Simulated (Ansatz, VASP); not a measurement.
# MgS: VASP beside Ansatz

File INCAR:

```
ALGO = Normal
EDIFF = 1E-6
ENCUT = 520
GGA = PE
ISIF = 2
ISMEAR = -1
LASPH = True
LCHARG = False
LREAL = False
LWAVE = False
NBANDS = 16
NELM = 60
PREC = Accurate
SIGMA = 0.02
```

File KPOINTS:

```
k-points
0
Gamma
  12 12 4
```

File POSCAR:

```
MgS
1.0
    4.0286256375      0.0000000000      0.0000000000
   -2.0143128187      3.4888921444      0.0000000000
    0.0000000000      0.0000000000      6.7125685725
Mg S
2 2
Direct
    0.3333333333      0.6666666667      0.0008768643
    0.6666666667      0.3333333333      0.5008768643
    0.3333333333      0.6666666667      0.3741231357
    0.6666666667      0.3333333333      0.8741231357
```

Input for Ansatz:

```yaml
crystal:
  lattice:
    - [4.0286256375, 0.0, 0.0]
    - [-2.0143128187, 3.4888921444, 0.0]
    - [0.0, 0.0, 6.7125685725]
  atoms:
    - { symbol: Mg, position: [0.3333333333, 0.6666666667, 0.0008768643] }
    - { symbol: Mg, position: [0.6666666667, 0.3333333333, 0.5008768643] }
    - { symbol: S, position: [0.3333333333, 0.6666666667, 0.3741231357] }
    - { symbol: S, position: [0.6666666667, 0.3333333333, 0.8741231357] }
kpoints:
  mp_grid: { grid: [12, 12, 4] }
  band_path:
    path:
      - [0.0, 0.0, 0.0]
      - [0.5, 0.0, 0.0]
      - [0.3333333333, 0.3333333333, 0.0]
      - [0.0, 0.0, 0.5]
      - [0.5, 0.0, 0.5]
      - [0.3333333333, 0.3333333333, 0.5]
    npoints: 1
hamiltonian:
  xc: pbe
scf:
  occupations: { method: fermi_dirac, width: 0.02 }
  n_extra_bands: 5
output:
  forces: true
  stress: true
  eigenvalues: true
```

Change from the starting cell: uniaxial_z strain +4.0%.

Alike in both runs: task single point; functional PBE; k mesh 12 × 12 × 4; occupations fermi-dirac, width 0.02 eV; no spin polarisation.

```csv
,VASP,Ansatz
version,VASP 6.6.1,Ansatz 0.2.0
potentials or method,"VASP PAW PBE potentials, release 64 (Mg, S)","plane waves, PAW"
plane-wave cutoff (eV),520,420
valence electrons in the cell,16,32
```

Ansatz gave:

```
gap on the k mesh at the Fermi level (eV)                     : 3.29
pressure (GPa)                                                : -1.1
traceless stress, the component that is largest in VASP (GPa) : -1.31
```

Estimate VASP's values.

gap on the k mesh at the Fermi level (eV): 3.28; pressure (GPa): -1.2; traceless stress, the component that is largest in VASP (GPa): -1.31.

With one functional, cell and mesh, what is left measures potentials, basis and numerics. VASP's potentials hold 16 valence electrons a cell and Ansatz's 32, so a difference there can come from the potentials and not from the codes.
